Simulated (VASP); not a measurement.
# HfN (Fm-3m) in VASP: further runs

The runs below take HfN through relaxation of cell and atoms, with r2SCAN.

All numbers are computed with VASP 6.6.1; they aren't measurements. Logs are shortened: lines on timing, memory, paths and dates and some standing lists are left out, and cuts for length are marked.

## (1) The cell of the first run

The structure is cubic, space group Fm-3m (No. 225). Conventional cell: a = 4.512 Å, b = 4.512 Å, c = 4.512 Å, α = 90.00°, β = 90.00°, γ = 90.00°. Hf (site symmetry m-3m) has 6 N at 2.26 Å within 3.0 Å. Within 3.0 Å of N (site symmetry m-3m) lie 6 Hf at 2.26 Å.

## (2) Relaxation of cell and atoms, r2SCAN

The input, POSCAR:

```
HfN
1.0
    0.0000000000      2.2558601200      2.2558601200
    2.2558601200      0.0000000000      2.2558601200
    2.2558601200      2.2558601200      0.0000000000
Hf N
1 1
Direct
    0.0000000000      0.0000000000      0.0000000000
    0.5000000000      0.5000000000      0.5000000000
```

The input, INCAR.step1:

```
SYSTEM = HfN
PREC = Accurate
ENCUT = 600
ISMEAR = 0
SIGMA = 0.1
LREAL = .False.
LASPH = .True.
NELM = 80
GGA = PE
ALGO = Normal
EDIFF = 1E-4
LWAVE = .True.
LCHARG = .False.
```

The input, INCAR.step2:

```
SYSTEM = HfN
PREC = Accurate
ENCUT = 600
EDIFF = 1E-6
ISMEAR = 0
SIGMA = 0.1
LREAL = .False.
LASPH = .True.
NELM = 80
ALGO = Normal
ISIF = 3
LWAVE = .False.
LCHARG = .False.
METAGGA = R2SCAN
LMIXTAU = .True.
IBRION = 2
NSW = 100
EDIFFG = -0.002
ISTART = 1
```

The input, KPOINTS:

```
Automatic mesh
0
Gamma
  16 16 16
  0 0 0
```

Potentials or basis: VASP PAW PBE potentials, release 64 (Hf_pv, N).

Started as:

```sh
cat potpaw_PBE.64/Hf_pv/POTCAR potpaw_PBE.64/N/POTCAR > POTCAR
cp INCAR.step1 INCAR
mpirun -np 1 vasp_std > vasp.out
cp INCAR.step2 INCAR
mpirun -np 1 vasp_std > vasp.out
```

OUTCAR:

```text
SYSTEM = HfN
   PREC = Accurate
   ENCUT = 600
   EDIFF = 1E-6
   ISMEAR = 0
   LREAL = .False.
   LASPH = .True.
   NELM = 80
   ISIF = 3
   METAGGA = R2SCAN
   IBRION = 2
   NSW = 100
   EDIFFG = -0.002
   ISTART = 1

 ion  position               nearest neighbor table
   1  0.000  0.000  0.000-   2 2.26   2 2.26   2 2.26   2 2.26   2 2.26   2 2.26
   2  0.500  0.500  0.500-   1 2.26   1 2.26   1 2.26   1 2.26   1 2.26   1 2.26

  LATTYP: Found a face centered cubic cell.
 ALAT       =     4.5117202400

  Lattice vectors:

 A1 = (   0.0000000000,   2.2558601200,   2.2558601200)
 A2 = (   2.2558601200,   0.0000000000,   2.2558601200)
 A3 = (   2.2558601200,   2.2558601200,   0.0000000000)

Analysis of symmetry for initial positions (statically):
=====================================================================
 Subroutine PRICEL returns:
 Original cell was already a primitive cell.

 Routine SETGRP: Setting up the symmetry group for a
 face centered cubic supercell.

 Subroutine GETGRP returns: Found 48 space group operations
 (whereof 48 operations were pure point group operations)
 out of a pool of 48 trial point group operations.

The static configuration has the point symmetry O_h .

Analysis of symmetry for dynamics (positions and initial velocities):
=====================================================================
 Subroutine PRICEL returns:
 Original cell was already a primitive cell.

 Routine SETGRP: Setting up the symmetry group for a
 face centered cubic supercell.

 Subroutine GETGRP returns: Found 48 space group operations
 (whereof 48 operations were pure point group operations)
 out of a pool of 48 trial point group operations.

The dynamic configuration has the point symmetry O_h .

 Subroutine INISYM returns: Found 48 space group operations
 (whereof 48 operations are pure point group operations),
 and found     1 'primitive' translations

----------------------------------------------------------------------------------------

                                     Primitive cell

  volume of cell :      22.9597

  direct lattice vectors                    reciprocal lattice vectors
     0.000000000  2.255860120  2.255860120    -0.221644948  0.221644948  0.221644948
     2.255860120  0.000000000  2.255860120     0.221644948 -0.221644948  0.221644948
     2.255860120  2.255860120  0.000000000     0.221644948  0.221644948 -0.221644948

[... 102 lines left out ...]
     AMIX     =   0.40;   BMIX     =  1.00
     AMIX_MAG =   1.60;   BMIX_MAG =  1.00
  volume/ion in A,a.u.               =      11.48        77.47
  Fermi-wavevector in a.u.,A,eV,Ry     =   1.420528  2.684408 27.455188  2.017899
  Thomas-Fermi vector in A             =   2.541434
   LORBIT       =      0    0 simple, 1 ext, 2 COOP (PROOUT), +10 PAW based schemes
   METAGGA = R2SCAN    functional components
   LHFCALC =     F    Hartree Fock is set to
   AEXX    =    0.0000 exact exchange contribution
   IVDW    =     0    specifies the selected vdW correction
   LEPSILON=     F    determine dielectric tensor
   LRPA    =     F    only Hartree local field effects (RPA)
 conjugate gradient relaxation of ions
 non-spin polarized calculation
 Gauss-broadening in eV      SIGMA  =   0.10
  energy-cutoff  :      600.00
  volume of cell :       22.96
 maximum number of plane-waves:       785
 NGX is ok and might be reduce to    28
   NGX = 13   NGY = 13   NGZ = 13

--------------------------------------- Ionic step        1  -------------------------------------------

 number of electron      15.0000002 magnetization

 Free energy of the ion-electron system (eV)
  ---------------------------------------------------
  ext. energy  EPLUGINS =         0.00000000
  ---------------------------------------------------
  free energy    TOTEN  =       -58.23913621 eV

  energy without entropy =      -58.23629273  energy(sigma->0) =      -58.23771447

------------------------ aborting loop because EDIFF is reached ----------------------------------------

  FORCE on cell =-STRESS in cart. coord.  units (eV):
  Direction    XX          YY          ZZ          XY          YZ          ZX
  --------------------------------------------------------------------------------------
  -------------------------------------------------------------------------------------
  Total       -0.0049576     -0.0049576     -0.0049576      0.0000000      0.0000000      0.0000000
  in kB       -0.3459519     -0.3459519     -0.3459519      0.0000000      0.0000000      0.0000000
  external PRESSURE =      -0.3459519 kB  Pullay stress =       0.0000000 kB
[... 95 lines left out ...]
--------------------------------------- Ionic step        4  -------------------------------------------

 number of electron      15.0000002 magnetization

 Free energy of the ion-electron system (eV)
  ---------------------------------------------------
  ext. energy  EPLUGINS =         0.00000000
  ---------------------------------------------------
  free energy    TOTEN  =       -58.23913597 eV

  energy without entropy =      -58.23629183  energy(sigma->0) =      -58.23771390

 E-fermi :   8.5683     XC(G=0): -13.5871

 val. band max:        8.5656231569   @ k =  -0.1250   0.0625   0.0000
 cond. band min:       8.5822596159   @ k =   0.3750   0.1250   0.0000
 fundamental gap:      0.0166364590
 Fermi energy:         8.5682753728

 k-point     1 :       0.0000    0.0000    0.0000
  band No.  band energies     occupation
      1     -23.9522      2.00000
      2     -23.9522      2.00000
      3     -23.9522      2.00000
      4     -10.1584      2.00000
      5       5.1360      2.00000
      6       5.1360      2.00000
      7       5.1360      2.00000
      8       8.2279      2.00000
      9       8.2279      2.00000
     10       8.2279      2.00000
     11      10.6725      0.00000
[... 309 lines left out ...]
 k-point    24 :      -0.0625    0.0625    0.0000
  band No.  band energies     occupation
      1     -24.0509      2.00000
      2     -23.9763      2.00000
      3     -23.9536      2.00000
      4      -9.9212      2.00000
      5       4.1222      2.00000
      6       4.4672      2.00000
      7       4.7989      2.00000
      8       8.3768      1.99323
      9       8.4072      1.97731
     10       8.8549      0.00005
     11      10.7740      0.00000

 [... further k-points ...]

------------------------ aborting loop because EDIFF is reached ----------------------------------------

  FORCE on cell =-STRESS in cart. coord.  units (eV):
  Direction    XX          YY          ZZ          XY          YZ          ZX
  --------------------------------------------------------------------------------------
  -------------------------------------------------------------------------------------
  Total        0.0023234      0.0023234      0.0023234      0.0000000     -0.0000000      0.0000000
  in kB        0.1621397      0.1621397      0.1621397      0.0000000     -0.0000000      0.0000000
  external PRESSURE =       0.1621397 kB  Pullay stress =       0.0000000 kB
[... 17 lines left out ...]
  FREE ENERGIE OF THE ION-ELECTRON SYSTEM (eV)
  ---------------------------------------------------
  free  energy   TOTEN  =       -58.2391359703 eV

  energy  without entropy=      -58.2362918278  energy(sigma->0) =      -58.23771390

 reached required accuracy - stopping structural energy minimisation
```

Run time: 2.9 min. Hardware: 1 thread of Intel Xeon 6975P-C (Granite Rapids), shared host; peak memory 0.22 GiB.

What came out:

- Free energy: -58.2391 eV
- Ionic steps: 4
- Pressure after relaxing: 0.0 GPa
- Band gap on the k mesh: zero (an odd number of electrons rules out a gap without spin polarisation)

Final structure:
```yaml
crystal:
  lattice:
    - [0.00000, 2.25582, 2.25582]
    - [2.25582, 0.00000, 2.25582]
    - [2.25582, 2.25582, 0.00000]
  atoms:
    - { symbol: Hf, position: [0.00000, 0.00000, 0.00000] }
    - { symbol: N, position: [0.50000, 0.50000, 0.50000] }
```

Levels at points of the mesh, in eV from the Fermi level:
```tsv
k point	band 5	band 6	band 7	band 8	band 9	band 10	band 11
(0.00, 0.00, 0.00)	-3.43	-3.43	-3.43	-0.34	-0.34	-0.34	2.10
(0.50, 0.00, 0.00)	-9.37	-6.67	-6.67	3.41	3.80	3.80	4.63
(0.50, 0.50, 0.00)	-5.94	-4.14	-4.14	-3.91	4.16	5.59	5.59
```

Caveat: the PAW data sets were made with another functional, which shifts forces and pressure a little; spin-orbit coupling is left out, which moves the levels of the heavy elements.

## (3) Relaxation of cell and atoms, r2SCAN

This run uses another cell than the first one, of 11.59 Å³/atom.

The input, POSCAR:

```
HfN
1.0
    0.0000000000      2.2629003563      2.2629003563
    2.2629003563      0.0000000000      2.2629003563
    2.2629003563      2.2629003563      0.0000000000
Hf N
1 1
Direct
    0.0000000000      0.0000000000      0.0000000000
    0.5000000000      0.5000000000      0.5000000000
```

The input, INCAR.step1:

```
SYSTEM = HfN
PREC = Accurate
ENCUT = 600
ISMEAR = -1
SIGMA = 0.15
LREAL = .FALSE.
LASPH = .TRUE.
NELM = 80
GGA = PE
ALGO = Normal
EDIFF = 1E-4
LWAVE = .TRUE.
LCHARG = .FALSE.
```

The input, INCAR.step2:

```
SYSTEM = HfN
PREC = Accurate
ENCUT = 600
EDIFF = 1E-7
ISMEAR = -1
SIGMA = 0.15
LREAL = .FALSE.
LASPH = .TRUE.
NELM = 80
ALGO = Normal
ISIF = 3
LWAVE = .FALSE.
LCHARG = .FALSE.
METAGGA = R2SCAN
LMIXTAU = .TRUE.
IBRION = 2
NSW = 80
EDIFFG = -0.001
ISTART = 1
```

The input, KPOINTS:

```
regular mesh
0
G
  16 16 16
  0 0 0
```

Potentials or basis: VASP PAW PBE potentials, release 64 (Hf_pv, N).

Started as:

```sh
cat potpaw_PBE.64/Hf_pv/POTCAR potpaw_PBE.64/N/POTCAR > POTCAR
cp INCAR.step1 INCAR
mpirun -np 1 vasp_std > vasp.out
cp INCAR.step2 INCAR
mpirun -np 1 vasp_std > vasp.out
```

OUTCAR:

```text
SYSTEM = HfN
   PREC = Accurate
   ENCUT = 600
   EDIFF = 1E-7
   ISMEAR = -1
   LREAL = .FALSE.
   LASPH = .TRUE.
   NELM = 80
   ISIF = 3
   METAGGA = R2SCAN
   IBRION = 2
   NSW = 80
   EDIFFG = -0.001
   ISTART = 1

 ion  position               nearest neighbor table
   1  0.000  0.000  0.000-   2 2.26   2 2.26   2 2.26   2 2.26   2 2.26   2 2.26
   2  0.500  0.500  0.500-   1 2.26   1 2.26   1 2.26   1 2.26   1 2.26   1 2.26

  LATTYP: Found a face centered cubic cell.
 ALAT       =     4.5258007126

  Lattice vectors:

 A1 = (   0.0000000000,   2.2629003563,   2.2629003563)
 A2 = (   2.2629003563,   0.0000000000,   2.2629003563)
 A3 = (   2.2629003563,   2.2629003563,   0.0000000000)

Analysis of symmetry for initial positions (statically):
=====================================================================
 Subroutine PRICEL returns:
 Original cell was already a primitive cell.

 Routine SETGRP: Setting up the symmetry group for a
 face centered cubic supercell.

 Subroutine GETGRP returns: Found 48 space group operations
 (whereof 48 operations were pure point group operations)
 out of a pool of 48 trial point group operations.

The static configuration has the point symmetry O_h .

Analysis of symmetry for dynamics (positions and initial velocities):
=====================================================================
 Subroutine PRICEL returns:
 Original cell was already a primitive cell.

 Routine SETGRP: Setting up the symmetry group for a
 face centered cubic supercell.

 Subroutine GETGRP returns: Found 48 space group operations
 (whereof 48 operations were pure point group operations)
 out of a pool of 48 trial point group operations.

The dynamic configuration has the point symmetry O_h .

 Subroutine INISYM returns: Found 48 space group operations
 (whereof 48 operations are pure point group operations),
 and found     1 'primitive' translations

----------------------------------------------------------------------------------------

                                     Primitive cell

  volume of cell :      23.1753

  direct lattice vectors                    reciprocal lattice vectors
     0.000000000  2.262900356  2.262900356    -0.220955376  0.220955376  0.220955376
     2.262900356  0.000000000  2.262900356     0.220955376 -0.220955376  0.220955376
     2.262900356  2.262900356  0.000000000     0.220955376  0.220955376 -0.220955376

  length of vectors
     3.200224374  3.200224374  3.200224374     0.382705938  0.382705938  0.382705938

  position of ions in fractional coordinates (direct lattice)
     0.000000000  0.000000000  0.000000000
     0.500000000  0.500000000  0.500000000

  ion indices of the primitive-cell ions
   primitive index   ion index
                 1           1
                 2           2

----------------------------------------------------------------------------------------

 KPOINTS: regular mesh

Automatic generation of k-mesh.
 Grid dimensions read from file:
 generate k-points for:   16   16   16

 Generating k-lattice:

[... 50 lines left out ...]
   NGXF,Y,Z  is equivalent  to a cutoff of  29.09, 29.09, 29.09 a.u.
 SYSTEM =  HfN
   PREC   = accura    normal or accurate (medium, high low for compatibility)
   ISTART =      1    job   : 0-new  1-cont  2-samecut
   ICHARG =      0    charge: 1-file 2-atom 10-const
   ISPIN  =      1    spin polarized calculation?
   LNONCOLLINEAR =      F non collinear calculations
   LSORBIT =      F    spin-orbit coupling
   LASPH  =      T    aspherical Exc in radial PAW
   ENCUT  =  600.0 eV  44.10 Ry    6.64 a.u.   6.39  6.39  6.39*2*pi/ulx,y,z
   NELM   =     80;   NELMIN=  2; NELMDL=  0     # of ELM steps
   EDIFF  = 0.1E-06   stopping-criterion for ELM
   LREAL  =      F    real-space projection
   EDIFFG = -.1E-02   stopping-criterion for IOM
   NSW    =     80    number of steps for IOM
   IBRION =      2    ionic relax: 0-MD 1-quasi-New 2-CG
   NFREE  =      1    steps in history (QN), initial steepest desc. (CG)
   ISIF   =      3    stress and relaxation
   ISYM   =      2    0-nonsym 1-usesym 2-fastsym
   POTIM  = 0.5000    time-step for ionic-motion
   TEBEG  =    0.0;   TEEND  =   0.0 temperature during run
   PSTRESS=    0.0 pullay stress
   NELECT =      15.0000    total number of electrons
   NUPDOWN=      -1.0000    fix difference up-down
   EMIN   =  10.00;   EMAX   =-10.00  energy-range for DOS
   EFERMI =   0.00;   METHOD = LEGACY
   ISMEAR =    -1;   SIGMA  =   0.15  broadening in eV -4-tet -1-fermi 0-gaus
   EFERMI_NEDOS =   21; number of points for ismear=-14 and -15
   IALGO  =     38    algorithm
   IMIX   =      4    mixing-type and parameters
     AMIX     =   0.40;   BMIX     =  1.00
     AMIX_MAG =   1.60;   BMIX_MAG =  1.00
  volume/ion in A,a.u.               =      11.59        78.20
  Fermi-wavevector in a.u.,A,eV,Ry     =   1.416108  2.676057 27.284619  2.005363
  Thomas-Fermi vector in A             =   2.537477
   LORBIT       =      0    0 simple, 1 ext, 2 COOP (PROOUT), +10 PAW based schemes
   METAGGA = R2SCAN    functional components
   LHFCALC =     F    Hartree Fock is set to
   AEXX    =    0.0000 exact exchange contribution
   IVDW    =     0    specifies the selected vdW correction
   LEPSILON=     F    determine dielectric tensor
   LRPA    =     F    only Hartree local field effects (RPA)
 conjugate gradient relaxation of ions
 non-spin polarized calculation
  energy-cutoff  :      600.00
  volume of cell :       23.18
 maximum number of plane-waves:       787
 NGX is ok and might be reduce to    28
   NGX = 13   NGY = 13   NGZ = 13

--------------------------------------- Ionic step        1  -------------------------------------------

 number of electron      15.0000001 magnetization

 Free energy of the ion-electron system (eV)
  ---------------------------------------------------
  ext. energy  EPLUGINS =         0.00000000
  ---------------------------------------------------
  free energy    TOTEN  =       -58.25687610 eV

  energy without entropy =      -58.21476766  energy(sigma->0) =      -58.23582188

------------------------ aborting loop because EDIFF is reached ----------------------------------------

  FORCE on cell =-STRESS in cart. coord.  units (eV):
  Direction    XX          YY          ZZ          XY          YZ          ZX
  --------------------------------------------------------------------------------------
  -------------------------------------------------------------------------------------
  Total       -0.3689335     -0.3689335     -0.3689335     -0.0000000      0.0000000     -0.0000000
  in kB      -25.5054168    -25.5054168    -25.5054168     -0.0000000      0.0000000     -0.0000000
  external PRESSURE =     -25.5054168 kB  Pullay stress =       0.0000000 kB
[... 95 lines left out ...]
--------------------------------------- Ionic step        4  -------------------------------------------

 number of electron      15.0000002 magnetization

 Free energy of the ion-electron system (eV)
  ---------------------------------------------------
  ext. energy  EPLUGINS =         0.00000000
  ---------------------------------------------------
  free energy    TOTEN  =       -58.25844736 eV

  energy without entropy =      -58.21680314  energy(sigma->0) =      -58.23762525

 E-fermi :   8.5673     XC(G=0): -13.5836

 val. band max:        8.5627852661   @ k =  -0.1250   0.0625   0.0000
 cond. band min:       8.5795497466   @ k =   0.3750   0.1250   0.0000
 fundamental gap:      0.0167644805
 Fermi energy:         8.5672946835

 k-point     1 :       0.0000    0.0000    0.0000
  band No.  band energies     occupation
      1     -23.9540      2.00000
      2     -23.9540      2.00000
      3     -23.9540      2.00000
      4     -10.1598      2.00000
      5       5.1323      2.00000
      6       5.1323      2.00000
      7       5.1323      2.00000
      8       8.2255      1.81421
      9       8.2255      1.81421
     10       8.2255      1.81421
     11      10.5862      0.00000
[... 309 lines left out ...]
 k-point    24 :      -0.0625    0.0625    0.0000
  band No.  band energies     occupation
      1     -24.0526      2.00000
      2     -23.9781      2.00000
      3     -23.9554      2.00000
      4      -9.9228      2.00000
      5       4.1190      2.00000
      6       4.4641      2.00000
      7       4.7955      2.00000
      8       8.3741      1.56752
      9       8.4046      1.49471
     10       8.8520      0.26059
     11      10.7695      0.00000

 [... further k-points ...]

------------------------ aborting loop because EDIFF is reached ----------------------------------------

  FORCE on cell =-STRESS in cart. coord.  units (eV):
  Direction    XX          YY          ZZ          XY          YZ          ZX
  --------------------------------------------------------------------------------------
  -------------------------------------------------------------------------------------
  Total       -0.0003329     -0.0003329     -0.0003329     -0.0000000      0.0000000     -0.0000000
  in kB       -0.0232228     -0.0232228     -0.0232228     -0.0000000      0.0000000     -0.0000000
  external PRESSURE =      -0.0232228 kB  Pullay stress =       0.0000000 kB
[... 17 lines left out ...]
  FREE ENERGIE OF THE ION-ELECTRON SYSTEM (eV)
  ---------------------------------------------------
  free  energy   TOTEN  =       -58.2584473618 eV

  energy  without entropy=      -58.2168031409  energy(sigma->0) =      -58.23762525

 reached required accuracy - stopping structural energy minimisation
```

Run time: 6.6 min. Hardware: 1 thread of Intel Xeon 6975P-C (Granite Rapids), shared host; peak memory 0.22 GiB.

Results:

```yaml
Free_energy: -58.2584 eV
Relaxed_volume: 11.48 Å³/atom
Relaxed_cell: a = 3.191 Å, b = 3.191 Å, c = 3.191 Å, α = 60.00°, β = 60.00°, γ = 60.00°
Space_group_after_relaxing_to_0.1_Å: Fm-3m (No. 225)
Energy_gained_by_relaxing: 0.8 meV/atom
Ionic_steps: 4
Pressure_after_relaxing: 0.0 GPa
Band_gap_on_the_k_mesh: zero (an odd number of electrons rules out a gap without spin polarisation)
```

Step by step:
| step | energy change (eV) | largest force (eV/Å) | pressure (GPa) | volume (Å³) |
| --- | --- | --- | --- | --- |
| 1 | 0.0000 | 0.0000 | -2.55 | 23.18 |
| 2 | 0.0053 | 0.0000 | 5.36 | 22.56 |
| 3 | -0.0016 | 0.0000 | -0.10 | 22.98 |
| 4 | -0.0016 | 0.0000 | 0.00 | 22.97 |

Final structure:
```xyz
2
Lattice="0.0000 2.2561 2.2561 2.2561 0.0000 2.2561 2.2561 2.2561 0.0000" Properties=species:S:1:pos:R:3 pbc="T T T"
Hf    2.2561    2.2561    4.5123
N     2.2561    2.2561    2.2561
```

Caveat: the PAW data sets were made with another functional, which shifts forces and pressure a little; spin-orbit coupling is left out, which moves the levels of the heavy elements.
